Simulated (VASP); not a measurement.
Input of a VASP 6.6.1 run:

Contents of INCAR:

```
  PREC = Accurate
  ENCUT = 520
  EDIFF = 1E-6
  ISMEAR = -1
  SIGMA = 0.05
  LREAL = False
  LASPH = True
  NELM = 100
  ALGO = Normal
  ISIF = 2
  LWAVE = False
  LCHARG = False
  GGA = PS
  NBANDS = 16
```

The input KPOINTS:

```
regular mesh
0
Gamma
  6 6 4
```

File POSCAR:

```
MgS
1.0
    4.1960073031      0.0000000000      0.0000000000
   -2.0980036515      3.6338489190      0.0000000000
    0.0000000000      0.0000000000      6.4322941800
S Mg
2 2
Direct
    0.6666666667      0.3333333333      0.8821109818
    0.3333333333      0.6666666667      0.3821109818
    0.3333333333      0.6666666667      0.9928880182
    0.6666666667      0.3333333333      0.4928880182
```

Potentials or basis: VASP PAW PBE potentials, release 64 (S, Mg).

The run is started by

```sh
$ cat potpaw_PBE.64/S/POTCAR potpaw_PBE.64/Mg/POTCAR > POTCAR
$ mpirun -np 1 vasp_std > vasp.out
```

(1) Predict the band gap on the k mesh.

(2) Estimate the largest force.

(3) Estimate the pressure.

Results:

(1) 2.79 eV.

(2) 0.005 eV/Å.

(3) -4.3 GPa.

Caveat: the cell stands under tension; the PAW data sets were made with another functional, which shifts forces and pressure a little.
